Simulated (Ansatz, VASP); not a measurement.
# ScBSbP3 in VASP and in Ansatz

```
Sc B Sb P
1.0
     4.21996    0.00000    0.00000
     0.00000    4.64100    0.00000
     0.00000    0.00000    6.87652
Sc B Sb P
1 1 1 3
Direct
  0.00000 0.00000 0.00000
  0.00000 0.00000 0.50000
  0.50000 0.00000 0.50000
  0.50000 0.50000 0.67831
  0.50000 0.50000 0.32169
  0.50000 0.50000 0.00000
```

Alike in both runs: functional PBE; k mesh 4 × 4 × 4; occupations gaussian, width 0.1 eV; no spin polarisation.

Ansatz relaxed the structure, and its values are those at the end. VASP's run is a single point on that final structure, the one shown.

|  | VASP | Ansatz |
| --- | --- | --- |
| version | VASP 6.6.1 | Ansatz 0.2.0 |
| potentials or method | VASP PAW PBE potentials, release 64 (Sc_sv, B, Sb, P), cutoff 520 eV | scalar-relativistic, plane waves, PAW |
| valence electrons in the cell | 34 | 44 |

|  | VASP | Ansatz | Ansatz less VASP |
| --- | --- | --- | --- |
| gap on the k mesh at the Fermi level (eV) | none | none | - |
| pressure (GPa) | 0.2 | 0.0 | -0.17 |
| rms of the force components (eV/Å) | 0.008 | 0.001 | -0.0078 |

A gap of «none» marks a metal or a gap that the smearing closes. The functional is the same, so the differences come from potentials, cutoffs and numerics. VASP's potentials hold 34 valence electrons a cell and Ansatz's 44, so a difference there can come from the potentials and not from the codes.

The k mesh is coarse, so the values compare programs but aren't converged. Spin-orbit coupling is off throughout.
